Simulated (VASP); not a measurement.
# Re (C2/c) in VASP: notebook

The runs below take Re through single point, with PBE.

All numbers are computed with VASP 6.6.1; they aren't measurements. Logs are shortened: lines on timing, memory, paths and dates and some standing lists are left out, and cuts for length are marked.

### Step 1. The cell of the first run

The typed cell holds 2 atoms: a = 2.776 Å, b = 2.776 Å, c = 5.272 Å, α = 105.28°, β = 105.28°, γ = 119.99°.

### Step 2. Single point, PBE (14.95 Å³/atom)

INCAR

```
PREC = Accurate
ENCUT = 520
EDIFF = 1E-6
ISMEAR = -1
SIGMA = 0.1
LREAL = False
LASPH = True
NELM = 60
ALGO = Normal
ISIF = 2
LWAVE = False
LCHARG = False
GGA = PE
NBANDS = 14
```

KPOINTS

```
regular mesh
0
Gamma
  17 17 8
```

POSCAR

```
Re
1.0
   -1.8664054811      1.5334497129      1.3681013643
    1.5334497129     -1.8664054811      1.3681013643
    3.4557394981      3.4557394981     -1.9779104635
Re
2
Direct
    0.9583475155      0.0416524845      0.0000000000
    0.7916524845      0.2083475155      0.5000000000
```

Potentials or basis: VASP PAW PBE potentials, release 64 (Re).

Command:

```sh
cat potpaw_PBE.64/Re/POTCAR > POTCAR
mpirun -np 1 vasp_std > vasp.out
```

OUTCAR:

```text
PREC = Accurate
   ENCUT = 520
   EDIFF = 1E-6
   ISMEAR = -1
   LREAL = False
   LASPH = True
   NELM = 60
   ISIF = 2
   GGA = PE

 ion  position               nearest neighbor table
   1  0.958  0.042  0.000-   2 2.75   2 2.75   2 2.75   2 2.75   2 2.76   2 2.76
   2  0.792  0.208  0.500-   1 2.75   1 2.75   1 2.75   1 2.75   1 2.76   1 2.76

  Warning from LATTYP: Got some problem with cell dimensions!
  Tried to take original basis but could not verify dimensions!
  LATTYP: Found a base centered monoclinic cell.
 ALAT       =     2.7764229611
 B/A-ratio  =     1.7317683194
 C/A-ratio  =     1.6139151300
 COS(beta)  =    -0.0003742772

  Lattice vectors:

 A1 = (  -1.8664054811,   1.5334497129,   1.3681013643)
 A2 = (   1.5334497129,  -1.8664054811,   1.3681013643)
 A3 = (   3.1227837299,   3.1227837299,   0.7582922651)

Analysis of symmetry for initial positions (statically):
=====================================================================
 Subroutine PRICEL returns:
 Original cell was already a primitive cell.

 Routine SETGRP: Setting up the symmetry group for a
 base centered monoclinic supercell.

 Subroutine GETGRP returns: Found  4 space group operations
 (whereof  2 operations were pure point group operations)
 out of a pool of  4 trial point group operations.

The static configuration has the point symmetry C_2 .
 The point group associated with its full space group is C_2h.

Analysis of symmetry for dynamics (positions and initial velocities):
=====================================================================
 Subroutine PRICEL returns:
 Original cell was already a primitive cell.

 Routine SETGRP: Setting up the symmetry group for a
 base centered monoclinic supercell.

 Subroutine GETGRP returns: Found  4 space group operations
 (whereof  2 operations were pure point group operations)
 out of a pool of  4 trial point group operations.

The dynamic configuration has the point symmetry C_2 .
 The point group associated with its full space group is C_2h.

 Subroutine INISYM returns: Found  4 space group operations
 (whereof  2 operations are pure point group operations),
 and found     1 'primitive' translations

----------------------------------------------------------------------------------------

                                     Primitive cell

  volume of cell :      29.9087

  direct lattice vectors                    reciprocal lattice vectors
    -1.866405481  1.533449713  1.368101364    -0.034646088  0.259484086  0.392829485
     1.533449713 -1.866405481  1.368101364     0.259484086 -0.034646088  0.392829485
     3.455739498  3.455739498 -1.977910463     0.155518249  0.155518249  0.037848583

  length of vectors
     2.776083353  2.776083353  5.272229202     0.472067099  0.472067099  0.223168919

  position of ions in fractional coordinates (direct lattice)
     0.958347516  0.041652484  0.000000000
     0.791652484  0.208347516  0.500000000

  ion indices of the primitive-cell ions
   primitive index   ion index
                 1           1
                 2           2

----------------------------------------------------------------------------------------

 KPOINTS: regular mesh

Automatic generation of k-mesh.
 Grid dimensions read from file:
 generate k-points for:   17   17    8

 Generating k-lattice:

  Cartesian coordinates                     Fractional coordinates (reciprocal lattice)
    -0.002038005  0.015263770  0.023107617     0.058823529  0.000000000 -0.000000000
     0.015263770 -0.002038005  0.023107617     0.000000000  0.058823529 -0.000000000
     0.019439781  0.019439781  0.004731073     0.000000000  0.000000000  0.125000000

  Length of vectors
     0.027768653  0.027768653  0.027896115

  Shift w.r.t. Gamma in fractional coordinates (k-lattice)
     0.000000000  0.000000000  0.000000000

 Subroutine IBZKPT returns following result:
 ===========================================

 Found    621 irreducible k-points:

 Following reciprocal coordinates:
            Coordinates               Weight
  0.000000  0.000000  0.000000      1.000000
  0.058824  0.000000  0.000000      4.000000
  0.117647 -0.000000  0.000000      4.000000
  0.176471  0.000000  0.000000      4.000000
  0.235294 -0.000000  0.000000      4.000000
  0.294118 -0.000000  0.000000      4.000000
[... 16 lines left out ...]
 -0.176471  0.058824  0.000000      4.000000
 -0.117647  0.058824 -0.000000      4.000000
 [... further k-points ...]
   k-points           NKPTS =    621   k-points in BZ     NKDIM =    621   number of bands    NBANDS=     14
   number of dos      NEDOS =    301   number of ions     NIONS =      2
   total plane-waves  NPLWV =  23040
   dimension x,y,z NGX =    24 NGY =   24 NGZ =   40
   dimension x,y,z NGXF=    48 NGYF=   48 NGZF=   80
   ions per type =               2
   NGX,Y,Z   is equivalent  to a cutoff of  14.37, 14.37, 12.61 a.u.
   NGXF,Y,Z  is equivalent  to a cutoff of  28.74, 28.74, 25.23 a.u.
 SYSTEM =  unknown system
   PREC   = accura    normal or accurate (medium, high low for compatibility)
   ISTART =      0    job   : 0-new  1-cont  2-samecut
   ICHARG =      2    charge: 1-file 2-atom 10-const
   ISPIN  =      1    spin polarized calculation?
   LNONCOLLINEAR =      F non collinear calculations
   LSORBIT =      F    spin-orbit coupling
   LASPH  =      T    aspherical Exc in radial PAW
   ENCUT  =  520.0 eV  38.22 Ry    6.18 a.u.   5.16  5.16  9.80*2*pi/ulx,y,z
   NELM   =     60;   NELMIN=  2; NELMDL= -5     # of ELM steps
   EDIFF  = 0.1E-05   stopping-criterion for ELM
   LREAL  =      F    real-space projection
   EDIFFG = 0.1E-04   stopping-criterion for IOM
   NSW    =      0    number of steps for IOM
   IBRION =     -1    ionic relax: 0-MD 1-quasi-New 2-CG
   NFREE  =      0    steps in history (QN), initial steepest desc. (CG)
   ISIF   =      2    stress and relaxation
   ISYM   =      2    0-nonsym 1-usesym 2-fastsym
   POTIM  = 0.5000    time-step for ionic-motion
   TEBEG  =    0.0;   TEEND  =   0.0 temperature during run
   PSTRESS=    0.0 pullay stress
   NELECT =      14.0000    total number of electrons
   NUPDOWN=      -1.0000    fix difference up-down
   EMIN   =  10.00;   EMAX   =-10.00  energy-range for DOS
   EFERMI =   0.00;   METHOD = LEGACY
   ISMEAR =    -1;   SIGMA  =   0.10  broadening in eV -4-tet -1-fermi 0-gaus
   EFERMI_NEDOS =   21; number of points for ismear=-14 and -15
   IALGO  =     38    algorithm
   IMIX   =      4    mixing-type and parameters
     AMIX     =   0.40;   BMIX     =  1.00
     AMIX_MAG =   1.60;   BMIX_MAG =  1.00
  volume/ion in A,a.u.               =      14.95       100.92
  Fermi-wavevector in a.u.,A,eV,Ry     =   1.271116  2.402060 21.983409  1.615735
  Thomas-Fermi vector in A             =   2.404066
   LORBIT       =      0    0 simple, 1 ext, 2 COOP (PROOUT), +10 PAW based schemes
   GGA     = PE    functional components
   LHFCALC =     F    Hartree Fock is set to
   AEXX    =    0.0000 exact exchange contribution
   IVDW    =     0    specifies the selected vdW correction
   LEPSILON=     F    determine dielectric tensor
   LRPA    =     F    only Hartree local field effects (RPA)
 non-spin polarized calculation
  energy-cutoff  :      520.00
  volume of cell :       29.91
 maximum number of plane-waves:       817
 NGX is ok and might be reduce to    24
   NGX = 11   NGY = 11   NGZ = 19

 number of electron      14.0000000 magnetization

 Free energy of the ion-electron system (eV)
  ---------------------------------------------------
  ext. energy  EPLUGINS =         0.00000000
  ---------------------------------------------------
  free energy    TOTEN  =       -24.87848320 eV

  energy without entropy =      -24.82289839  energy(sigma->0) =      -24.85069079

 E-fermi :   7.6899     XC(G=0): -13.6410

 val. band max:        7.6893279519   @ k =   0.4118   0.1176   0.1250
 cond. band min:       7.6956969563   @ k =  -0.2353  -0.4118   0.2500
 fundamental gap:      0.0063690044
 Fermi energy:         7.6898746797

 k-point     1 :       0.0000    0.0000    0.0000
  band No.  band energies     occupation
      1      -2.0681      2.00000
      2       1.1828      2.00000
      3       6.1461      2.00000
      4       6.1495      2.00000
      5       6.1552      2.00000
      6       6.9621      1.99862
      7       6.9657      1.99857
      8       7.8693      0.28499
      9       7.8698      0.28397
     10       8.2775      0.00559
     11      10.9749      0.00000
     12      10.9774      0.00000
     13      17.4948      0.00000
     14      21.8081      0.00000

 k-point     2 :       0.0588    0.0000    0.0000
  band No.  band energies     occupation
      1      -1.8884      2.00000
      2       1.3168      2.00000
      3       5.7618      2.00000
      4       6.2491      2.00000
      5       6.4318      1.99999
      6       6.8098      1.99970
      7       7.0561      1.99647
      8       7.6007      1.41861
      9       7.8285      0.40000
     10       7.9347      0.15914
     11      11.0523      0.00000
     12      11.5711      0.00000
     13      17.6697      0.00000
     14      22.0054      0.00000

 k-point     3 :       0.1176   -0.0000    0.0000
  band No.  band energies     occupation
      1      -1.3693      2.00000
      2       1.6965      2.00000
      3       5.3392      2.00000
      4       6.0505      2.00000
      5       6.3974      2.00000
      6       6.5077      1.99999
      7       7.0815      1.99545
      8       7.2944      1.96240
      9       7.8236      0.41605
     10       7.9539      0.13323
     11      11.2089      0.00000
     12      12.5154      0.00000
     13      18.1652      0.00000
     14      22.6071      0.00000

 k-point     4 :       0.1765    0.0000    0.0000
  band No.  band energies     occupation
      1      -0.5805      2.00000
      2       2.2319      2.00000
      3       4.9410      2.00000
      4       4.9892      2.00000
      5       5.9757      2.00000
      6       6.7456      1.99984
      7       6.9233      1.99906
      8       7.6303      1.28926
      9       8.1378      0.02243
     10       8.2888      0.00500
     11      11.3115      0.00000
     12      13.1766      0.00000
     13      18.8452      0.00000
     14      23.4601      0.00000

 k-point     5 :       0.2353   -0.0000    0.0000
  band No.  band energies     occupation
      1       0.3246      2.00000
      2       2.6795      2.00000
      3       4.0171      2.00000
      4       4.8845      2.00000
      5       5.5047      2.00000
      6       6.8037      1.99972
      7       6.8286      1.99964
      8       8.1762      0.01533
      9       8.7738      0.00004
     10       8.8674      0.00002
     11      11.2778      0.00000
[... 276 lines left out ...]
 k-point    22 :      -0.2353    0.0588   -0.0000
  band No.  band energies     occupation
      1      -0.1400      2.00000
      2       2.5811      2.00000
      3       4.4904      2.00000
      4       4.7522      2.00000
      5       5.8457      2.00000
      6       6.6577      1.99993
      7       6.9817      1.99832
      8       7.8659      0.29352
      9       8.3689      0.00225
     10       8.6238      0.00018
     11      11.3405      0.00000
     12      13.7811      0.00000
     13      18.8057      0.00000
     14      23.7510      0.00000

 k-point    23 :      -0.1765    0.0588    0.0000
  band No.  band energies     occupation
      1      -0.9891      2.00000
      2       2.0362      2.00000
      3       5.0331      2.00000
      4       5.5341      2.00000
      5       6.3579      2.00000
      6       6.6993      1.99990
      7       6.9342      1.99896
      8       7.4560      1.82399
      9       7.9295      0.16685
     10       7.9852      0.09913
     11      11.2871      0.00000
     12      13.2930      0.00000
     13      18.1350      0.00000
     14      23.3092      0.00000

 k-point    24 :      -0.1176    0.0588   -0.0000
  band No.  band energies     occupation
      1      -1.6166      2.00000
      2       1.5687      2.00000
      3       5.4400      2.00000
      4       6.4779      1.99999
      5       6.5426      1.99998
      6       6.6295      1.99995
      7       7.0334      1.99719
      8       7.2758      1.96868
      9       7.5754      1.51710
     10       7.9123      0.19519
     11      11.1567      0.00000
     12      12.4342      0.00000
     13      17.6476      0.00000
     14      22.5792      0.00000

 [... further k-points ...]

------------------------ aborting loop because EDIFF is reached ----------------------------------------

  FORCE on cell =-STRESS in cart. coord.  units (eV):
  Direction    XX          YY          ZZ          XY          YZ          ZX
  --------------------------------------------------------------------------------------
  -------------------------------------------------------------------------------------
  Total       -0.0816260     -0.0816260     -0.0937169     -0.0189022      0.0029672      0.0029672
  in kB       -4.3726218     -4.3726218     -5.0203183     -1.0125699      0.1589481      0.1589477
  external PRESSURE =      -4.5885207 kB  Pullay stress =       0.0000000 kB

 VOLUME and BASIS-vectors are now :
 -----------------------------------------------------------------------------
  energy-cutoff  :      520.00
  volume of cell :       29.91
      direct lattice vectors                 reciprocal lattice vectors
    -1.866405481  1.533449713  1.368101364    -0.034646088  0.259484086  0.392829485
     1.533449713 -1.866405481  1.368101364     0.259484086 -0.034646088  0.392829485
     3.455739498  3.455739498 -1.977910463     0.155518249  0.155518249  0.037848583

 POSITION                                       TOTAL-FORCE (eV/Angst)
 -----------------------------------------------------------------------------------
     -1.72479      1.39184      1.36810         0.000542     -0.000542      0.000000
      0.56982      2.55297      0.37915        -0.000542      0.000542     -0.000000
 -----------------------------------------------------------------------------------
    total drift:                                0.000000      0.000000     -0.000000

  FREE ENERGIE OF THE ION-ELECTRON SYSTEM (eV)
  ---------------------------------------------------
  free  energy   TOTEN  =       -24.8784831983 eV

  energy  without entropy=      -24.8228983860  energy(sigma->0) =      -24.85069079
```

Run time: 6.3 min. Hardware: 1 thread of Intel Xeon 8259CL, shared host; peak memory 0.35 GiB.

What came out:

```
Free energy            : -24.8785 eV
Pressure               : -0.5 GPa
Band gap on the k mesh : zero (bands 7 and 8 overlap by 3.17 eV)
```

Stress tensor (GPa, compression positive):
```
-0.44 -0.10  0.02
-0.10 -0.44  0.02
 0.02  0.02 -0.50
```

Levels at points of the mesh, in eV from the Fermi level:
| k point | band 4 | band 5 | band 6 | band 7 | band 8 | band 9 | band 10 | band 11 |
| --- | --- | --- | --- | --- | --- | --- | --- | --- |
| (0.00, 0.00, 0.00) | -1.54 | -1.53 | -0.73 | -0.72 | 0.18 | 0.18 | 0.59 | 3.29 |
| (0.00, 0.00, 0.50) | -2.33 | -1.67 | -1.67 | -1.67 | -1.67 | 2.48 | 2.48 | 2.49 |

Caveat: spin-orbit coupling is left out, which moves the levels of the heavy elements.

[end of part 1 of 2]
